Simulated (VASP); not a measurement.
# SiSn2 (P-3m1) in VASP: notebook

Runs on SiSn2. Level: PBE. Tasks: single point.

All numbers are computed with VASP 6.6.1; they aren't measurements. Logs are shortened: lines on timing, memory, paths and dates and some standing lists are left out, and cuts for length are marked.

## 1. The cell of the first run

Symmetry: P-3m1, No. 164, trigonal system. The conventional cell has a = 4.333 Å, b = 4.333 Å, c = 10.659 Å, α = 90.00°, β = 90.00°, γ = 120.00°. Si (site symmetry 3m) has 1 Si at 2.33 Å and 3 Sn at 2.63 Å within 3.1 Å. Sn (site symmetry 3m) has 3 Si at 2.63 Å and 1 Sn at 2.80 Å within 3.5 Å. Sn (site symmetry 3m) has 4 Sn at 2.74 to 2.80 Å within 3.6 Å.

## 2. Single point, PBE (28.89 Å³/atom)

Input file INCAR:

```
SYSTEM = SiSn2
  ALGO = Fast
  EDIFF = 1E-6
  ENCUT = 520
  GGA = PE
  ISIF = 2
  ISMEAR = 0
  LASPH = .True.
  LCHARG = .True.
  LELF = .True.
  LREAL = .False.
  LVHAR = .True.
  LWAVE = .False.
  NBANDS = 41
  NELM = 60
  PREC = Accurate
  SIGMA = 0.1
```

Input file KPOINTS:

```
k-points
0
Gamma
  12 12 4
  0 0 0
```

Input file POSCAR:

```
SiSn2
1.0
    4.3330766885      0.0000000000      0.0000000000
   -2.1665383443      3.7525544888      0.0000000000
    0.0000000000      0.0000000000     10.6590394829
Si Sn
2 4
Direct
    0.0000000000      0.0000000000      0.1093793462
    0.0000000000      0.0000000000      0.8906206538
    0.6666666667      0.3333333333      0.1849829528
    0.6666666667      0.3333333333      0.4478655003
    0.3333333333      0.6666666667      0.8150170472
    0.3333333333      0.6666666667      0.5521344997
```

Potentials or basis: VASP PAW PBE potentials, release 64 (Si, Sn_d).

Command:

```sh
cat potpaw_PBE.64/Si/POTCAR potpaw_PBE.64/Sn_d/POTCAR > POTCAR
mpirun -np 1 vasp_std > vasp.out
```

OUTCAR:

```text
SYSTEM = SiSn2
   EDIFF = 1E-6
   ENCUT = 520
   GGA = PE
   ISIF = 2
   ISMEAR = 0
   LASPH = .True.
   LREAL = .False.
   NELM = 60
   PREC = Accurate

 ion  position               nearest neighbor table
   1  0.000  0.000  0.109-   2 2.33   3 2.63   3 2.63   3 2.63
   2  0.000  0.000  0.891-   1 2.33   5 2.63   5 2.63   5 2.63
   3  0.667  0.333  0.185-   1 2.63   1 2.63   1 2.63   4 2.80
   4  0.667  0.333  0.448-   6 2.74   6 2.74   6 2.74   3 2.80
   5  0.333  0.667  0.815-   2 2.63   2 2.63   2 2.63   6 2.80
   6  0.333  0.667  0.552-   4 2.74   4 2.74   4 2.74   5 2.80

  LATTYP: Found a hexagonal cell.
 ALAT       =     4.3330766885
 C/A-ratio  =     2.4599240330

  Lattice vectors:

 A1 = (   4.3330766885,   0.0000000000,   0.0000000000)
 A2 = (  -2.1665383443,   3.7525544888,   0.0000000000)
 A3 = (   0.0000000000,   0.0000000000,  10.6590394829)

Analysis of symmetry for initial positions (statically):
=====================================================================
 Subroutine PRICEL returns:
 Original cell was already a primitive cell.

 Routine SETGRP: Setting up the symmetry group for a
 hexagonal supercell.

 Subroutine GETGRP returns: Found 12 space group operations
 (whereof 12 operations were pure point group operations)
 out of a pool of 24 trial point group operations.

The static configuration has the point symmetry D_3d.

Analysis of symmetry for dynamics (positions and initial velocities):
=====================================================================
 Subroutine PRICEL returns:
 Original cell was already a primitive cell.

 Routine SETGRP: Setting up the symmetry group for a
 hexagonal supercell.

 Subroutine GETGRP returns: Found 12 space group operations
 (whereof 12 operations were pure point group operations)
 out of a pool of 24 trial point group operations.

The dynamic configuration has the point symmetry D_3d.

 Subroutine INISYM returns: Found 12 space group operations
 (whereof 12 operations are pure point group operations),
 and found     1 'primitive' translations

----------------------------------------------------------------------------------------

                                     Primitive cell

  volume of cell :     173.3171

  direct lattice vectors                    reciprocal lattice vectors
     4.333076689  0.000000000  0.000000000     0.230782899  0.133242569  0.000000000
    -2.166538344  3.752554489  0.000000000     0.000000000  0.266485138  0.000000000
     0.000000000  0.000000000 10.659039483     0.000000000  0.000000000  0.093817084

  length of vectors
     4.333076689  4.333076689 10.659039483     0.266485138  0.266485138  0.093817084

  position of ions in fractional coordinates (direct lattice)
     0.000000000  0.000000000  0.109379346
     0.000000000  0.000000000  0.890620654
     0.666666667  0.333333333  0.184982953
     0.666666667  0.333333333  0.447865500
     0.333333333  0.666666667  0.815017047
     0.333333333  0.666666667  0.552134500

  ion indices of the primitive-cell ions
   primitive index   ion index
                 1           1
                 2           2
                 3           3
                 4           4
                 5           5
                 6           6

----------------------------------------------------------------------------------------

 KPOINTS: k-points

Automatic generation of k-mesh.
 Grid dimensions read from file:
 generate k-points for:   12   12    4

 Generating k-lattice:

  Cartesian coordinates                     Fractional coordinates (reciprocal lattice)
     0.019231908  0.011103547  0.000000000     0.083333333  0.000000000  0.000000000
     0.000000000  0.022207095  0.000000000     0.000000000  0.083333333  0.000000000
     0.000000000  0.000000000  0.023454271     0.000000000  0.000000000  0.250000000

  Length of vectors
     0.022207095  0.022207095  0.023454271

  Shift w.r.t. Gamma in fractional coordinates (k-lattice)
     0.000000000  0.000000000  0.000000000

 Subroutine IBZKPT returns following result:
 ===========================================

 Found     69 irreducible k-points:

 Following reciprocal coordinates:
            Coordinates               Weight
  0.000000  0.000000  0.000000      1.000000
  0.083333 -0.000000  0.000000      6.000000
  0.166667 -0.000000  0.000000      6.000000
  0.250000 -0.000000  0.000000      6.000000
  0.333333  0.000000  0.000000      6.000000
  0.416667  0.000000  0.000000      6.000000
[... 16 lines left out ...]
  0.166667 -0.000000  0.250000      6.000000
  0.000000  0.166667  0.250000      6.000000
 [... further k-points ...]
   k-points           NKPTS =     69   k-points in BZ     NKDIM =     69   number of bands    NBANDS=     41
   number of dos      NEDOS =    301   number of ions     NIONS =      6
   total plane-waves  NPLWV =  81920
   dimension x,y,z NGX =    32 NGY =   32 NGZ =   80
   dimension x,y,z NGXF=    64 NGYF=   64 NGZF=  160
   ions per type =               2   4
   NGX,Y,Z   is equivalent  to a cutoff of  12.28, 12.28, 12.48 a.u.
   NGXF,Y,Z  is equivalent  to a cutoff of  24.55, 24.55, 24.95 a.u.
 SYSTEM =  SiSn2
   PREC   = accura    normal or accurate (medium, high low for compatibility)
   ISTART =      0    job   : 0-new  1-cont  2-samecut
   ICHARG =      2    charge: 1-file 2-atom 10-const
   ISPIN  =      1    spin polarized calculation?
   LNONCOLLINEAR =      F non collinear calculations
   LSORBIT =      F    spin-orbit coupling
   LASPH  =      T    aspherical Exc in radial PAW
   ENCUT  =  520.0 eV  38.22 Ry    6.18 a.u.   8.06  8.06 19.82*2*pi/ulx,y,z
   NELM   =     60;   NELMIN=  2; NELMDL= -5     # of ELM steps
   EDIFF  = 0.1E-05   stopping-criterion for ELM
   LREAL  =      F    real-space projection
   EDIFFG = 0.1E-04   stopping-criterion for IOM
   NSW    =      0    number of steps for IOM
   IBRION =     -1    ionic relax: 0-MD 1-quasi-New 2-CG
   NFREE  =      0    steps in history (QN), initial steepest desc. (CG)
   ISIF   =      2    stress and relaxation
   ISYM   =      2    0-nonsym 1-usesym 2-fastsym
   POTIM  = 0.5000    time-step for ionic-motion
   TEBEG  =    0.0;   TEEND  =   0.0 temperature during run
   PSTRESS=    0.0 pullay stress
   NELECT =      64.0000    total number of electrons
   NUPDOWN=      -1.0000    fix difference up-down
   EMIN   =  10.00;   EMAX   =-10.00  energy-range for DOS
   EFERMI =   0.00;   METHOD = LEGACY
   ISMEAR =     0;   SIGMA  =   0.10  broadening in eV -4-tet -1-fermi 0-gaus
   EFERMI_NEDOS =   21; number of points for ismear=-14 and -15
   IALGO  =     68    algorithm
   IMIX   =      4    mixing-type and parameters
     AMIX     =   0.40;   BMIX     =  1.00
     AMIX_MAG =   1.60;   BMIX_MAG =  1.00
  volume/ion in A,a.u.               =      28.89       194.93
  Fermi-wavevector in a.u.,A,eV,Ry     =   1.174504  2.219490 18.768674  1.379459
  Thomas-Fermi vector in A             =   2.310900
   LORBIT       =      0    0 simple, 1 ext, 2 COOP (PROOUT), +10 PAW based schemes
   GGA     = PE    functional components
   LHFCALC =     F    Hartree Fock is set to
   AEXX    =    0.0000 exact exchange contribution
   IVDW    =     0    specifies the selected vdW correction
   LEPSILON=     F    determine dielectric tensor
   LRPA    =     F    only Hartree local field effects (RPA)
 non-spin polarized calculation
 RMM-DIIS sequential band-by-band and
 Gauss-broadening in eV      SIGMA  =   0.10
  energy-cutoff  :      520.00
  volume of cell :      173.32
 maximum number of plane-waves:      4690
   NGX = 17   NGY = 17   NGZ = 39

 number of electron      63.9999993 magnetization

 Free energy of the ion-electron system (eV)
  ---------------------------------------------------
  ext. energy  EPLUGINS =         0.00000000
  ---------------------------------------------------
  free energy    TOTEN  =       -25.44296830 eV

  energy without entropy =      -25.44136171  energy(sigma->0) =      -25.44216500

 E-fermi :   6.1782     XC(G=0):  -9.1177

 val. band max:        6.1702648555   @ k =   0.0000   0.0000   0.2500
 cond. band min:       6.2169153759   @ k =   0.5000  -0.0000   0.5000
 fundamental gap:      0.0466505204
 Fermi energy:         6.1782264817

 k-point     1 :       0.0000    0.0000    0.0000
  band No.  band energies     occupation
      1     -15.7353      2.00000
      2     -15.7232      2.00000
      3     -15.6615      2.00000
      4     -15.6615      2.00000
      5     -15.6419      2.00000
      6     -15.6419      2.00000
[... 33 lines left out ...]
     40       8.8135      0.00000
     41       9.6668      0.00000

 k-point     2 :       0.0833   -0.0000    0.0000
  band No.  band energies     occupation
      1     -15.7358      2.00000
      2     -15.7232      2.00000
      3     -15.6615      2.00000
      4     -15.6593      2.00000
      5     -15.6423      2.00000
      6     -15.6414      2.00000
[... 33 lines left out ...]
     40       8.9950      0.00000
     41       9.6044      0.00000

 k-point     3 :       0.1667   -0.0000    0.0000
  band No.  band energies     occupation
      1     -15.7365      2.00000
      2     -15.7231      2.00000
      3     -15.6614      2.00000
      4     -15.6546      2.00000
      5     -15.6433      2.00000
      6     -15.6400      2.00000
[... 33 lines left out ...]
     40       9.5110      0.00000
     41       9.8304      0.00000

 k-point     4 :       0.2500   -0.0000    0.0000
  band No.  band energies     occupation
      1     -15.7362      2.00000
      2     -15.7233      2.00000
      3     -15.6609      2.00000
      4     -15.6506      2.00000
      5     -15.6447      2.00000
      6     -15.6381      2.00000
[... 825 lines left out ...]
     40       8.9560      0.00000
     41       9.5527      0.00000

 k-point    23 :       0.1667   -0.0000    0.2500
  band No.  band energies     occupation
      1     -15.7368      2.00000
      2     -15.7229      2.00000
      3     -15.6609      2.00000
      4     -15.6550      2.00000
      5     -15.6423      2.00000
      6     -15.6404      2.00000
[... 33 lines left out ...]
     40       9.6635      0.00000
     41       9.7132      0.00000

 k-point    24 :       0.0000    0.1667    0.2500
  band No.  band energies     occupation
      1     -15.7368      2.00000
      2     -15.7229      2.00000
      3     -15.6614      2.00000
      4     -15.6541      2.00000
      5     -15.6433      2.00000
      6     -15.6394      2.00000
[... 33 lines left out ...]
     40       9.6245      0.00000
     41       9.9400      0.00000

 [... further k-points ...]

------------------------ aborting loop because EDIFF is reached ----------------------------------------

  FORCE on cell =-STRESS in cart. coord.  units (eV):
  Direction    XX          YY          ZZ          XY          YZ          ZX
  --------------------------------------------------------------------------------------
  -------------------------------------------------------------------------------------
  Total        3.4395803      3.4395803      3.4891284     -0.0000000      0.0000000     -0.0000000
  in kB       31.7961532     31.7961532     32.2541858     -0.0000000      0.0000000     -0.0000000
  external PRESSURE =      31.9488308 kB  Pullay stress =       0.0000000 kB

 VOLUME and BASIS-vectors are now :
 -----------------------------------------------------------------------------
  energy-cutoff  :      520.00
  volume of cell :      173.32
      direct lattice vectors                 reciprocal lattice vectors
     4.333076689  0.000000000  0.000000000     0.230782899  0.133242569  0.000000000
    -2.166538344  3.752554489  0.000000000     0.000000000  0.266485138  0.000000000
     0.000000000  0.000000000 10.659039483     0.000000000  0.000000000  0.093817084

 POSITION                                       TOTAL-FORCE (eV/Angst)
 -----------------------------------------------------------------------------------
      0.00000      0.00000      1.16588        -0.000000      0.000000      0.006840
      0.00000      0.00000      9.49316        -0.000000      0.000000     -0.006840
      2.16654      1.25085      1.97174        -0.000000     -0.000000     -0.005199
      2.16654      1.25085      4.77382        -0.000000      0.000000      0.005859
     -0.00000      2.50170      8.68730         0.000000      0.000000      0.005199
     -0.00000      2.50170      5.88522         0.000000     -0.000000     -0.005859
 -----------------------------------------------------------------------------------
    total drift:                               -0.000000      0.000000      0.000000

  FREE ENERGIE OF THE ION-ELECTRON SYSTEM (eV)
  ---------------------------------------------------
  free  energy   TOTEN  =       -25.4429682957 eV

  energy  without entropy=      -25.4413617087  energy(sigma->0) =      -25.44216500
```

Wall time 4.9 min (1 thread of Intel Xeon 6975P-C (Granite Rapids), shared host); peak memory 0.51 GiB.

What came out:

```
Free energy            : -25.4430 eV
Pressure               : 3.2 GPa
Largest force          : 0.007 eV/Å
Band gap on the k mesh : zero (bands 32 and 33 overlap by 0.12 eV)
```

Forces on the atoms (eV/Å):
```
Si   0.000  0.000  0.007
Si   0.000  0.000 -0.007
Sn   0.000  0.000 -0.005
Sn   0.000  0.000  0.006
Sn   0.000  0.000  0.005
Sn   0.000  0.000 -0.006
```

Caveat: the cell stands under pressure; semilocal functionals underestimate gaps, and a narrow one can read as zero; spin-orbit coupling is left out, which moves the levels of the heavy elements.

## 3. Single point, PBE

This run uses another cell than the first one, of 30.73 Å³/atom.

Input file INCAR:

```
SYSTEM = SiSn2
PREC = Accurate
ENCUT = 520
EDIFF = 1E-7
ISMEAR = 0
SIGMA = 0.1
LREAL = .FALSE.
LASPH = .TRUE.
NELM = 100
ALGO = Fast
ISIF = 2
LWAVE = .FALSE.
LCHARG = .FALSE.
GGA = PE
NBANDS = 41
```

Input file KPOINTS:

```
regular mesh
0
G
  12 12 4
  0 0 0
```

Input file POSCAR:

```
SiSn2
1.0
    4.4243983490      0.0000000000      0.0000000000
   -2.2121991745      3.8316413667      0.0000000000
    0.0000000000      0.0000000000     10.8761333808
Si Sn
2 4
Direct
    0.0000000000      0.0000000000      0.1087482126
    0.0000000000      0.0000000000      0.8912517874
    0.6666666667      0.3333333333      0.1850361750
    0.6666666667      0.3333333333      0.4486619108
    0.3333333333      0.6666666667      0.8149638250
    0.3333333333      0.6666666667      0.5513380892
```

Potentials or basis: VASP PAW PBE potentials, release 64 (Si, Sn_d).

Command:

```sh
cat potpaw_PBE.64/Si/POTCAR potpaw_PBE.64/Sn_d/POTCAR > POTCAR
mpirun -np 1 vasp_std > vasp.out
```

OUTCAR:

```text
SYSTEM = SiSn2
   PREC = Accurate
   ENCUT = 520
   EDIFF = 1E-7
   ISMEAR = 0
   LREAL = .FALSE.
   LASPH = .TRUE.
   NELM = 100
   ISIF = 2
   GGA = PE

 ion  position               nearest neighbor table
   1  0.000  0.000  0.109-   2 2.37   3 2.69   3 2.69   3 2.69
   2  0.000  0.000  0.891-   1 2.37   5 2.69   5 2.69   5 2.69
   3  0.667  0.333  0.185-   1 2.69   1 2.69   1 2.69   4 2.87
   4  0.667  0.333  0.449-   6 2.79   6 2.79   6 2.79   3 2.87
   5  0.333  0.667  0.815-   2 2.69   2 2.69   2 2.69   6 2.87
[... 1266 lines left out ...]
  -------------------------------------------------------------------------------------
  Total       -0.0703567     -0.0703567     -0.0476574      0.0000000      0.0000000      0.0000000
  in kB       -0.6113680     -0.6113680     -0.4141209      0.0000000      0.0000000      0.0000000
  external PRESSURE =      -0.5456190 kB  Pullay stress =       0.0000000 kB

 VOLUME and BASIS-vectors are now :
 -----------------------------------------------------------------------------
  energy-cutoff  :      520.00
  volume of cell :      184.38
      direct lattice vectors                 reciprocal lattice vectors
     4.424398349  0.000000000  0.000000000     0.226019432  0.130492380  0.000000000
    -2.212199174  3.831641367  0.000000000     0.000000000  0.260984759  0.000000000
     0.000000000  0.000000000 10.876133381     0.000000000  0.000000000  0.091944441

 POSITION                                       TOTAL-FORCE (eV/Angst)
 -----------------------------------------------------------------------------------
      0.00000      0.00000      1.18276        -0.000000      0.000000     -0.001892
      0.00000      0.00000      9.69337        -0.000000     -0.000000      0.001892
      2.21220      1.27721      2.01248         0.000000     -0.000000      0.002199
      2.21220      1.27721      4.87971        -0.000000      0.000000      0.003044
     -0.00000      2.55443      8.86366         0.000000      0.000000     -0.002199
     -0.00000      2.55443      5.99643        -0.000000      0.000000     -0.003044
 -----------------------------------------------------------------------------------
    total drift:                               -0.000000      0.000000      0.000000

  FREE ENERGIE OF THE ION-ELECTRON SYSTEM (eV)
  ---------------------------------------------------
  free  energy   TOTEN  =       -25.5487138754 eV

  energy  without entropy=      -25.5465938180  energy(sigma->0) =      -25.54765385
```

stdout:

```text
POSCAR found type information on POSCAR SiSn
 POSCAR found :  2 types and       6 ions
 scaLAPACK will be used
 LDA part: xc-table for (Slater+PW92), standard interpolation
 POSCAR, INCAR and KPOINTS ok, starting setup
 FFT: planning ... GRIDC
 FFT: planning ... GRID_SOFT
 FFT: planning ... GRID
 WAVECAR not read
 entering main loop
 num prob  num prob  num prob RMM:  17    -0.255487139587E+02   -0.14145E-06   -0.28210E-07  5507   0.289E-03    0.695E-04
```

It took 7.6 min on 1 thread of Intel Xeon 6975P-C (Granite Rapids), shared host; peak memory 0.58 GiB.

What came out:

```yaml
Free_energy: -25.5487 eV
Pressure: -0.1 GPa
Largest_force: 0.003 eV/Å
Band_gap_on_the_k_mesh: zero (bands 32 and 33 overlap by 0.11 eV)
```

Forces in eV/Å, atoms in the order of the input:
```
Si   0.000  0.000 -0.002
Si   0.000  0.000  0.002
Sn   0.000  0.000  0.002
Sn   0.000  0.000  0.003
Sn   0.000  0.000 -0.002
Sn   0.000  0.000 -0.003
```

Caveat: semilocal functionals underestimate gaps, and a narrow one can read as zero; spin-orbit coupling is left out, which moves the levels of the heavy elements.

The gap in the log of VASP goes by the Fermi energy; the results here count the filled bands.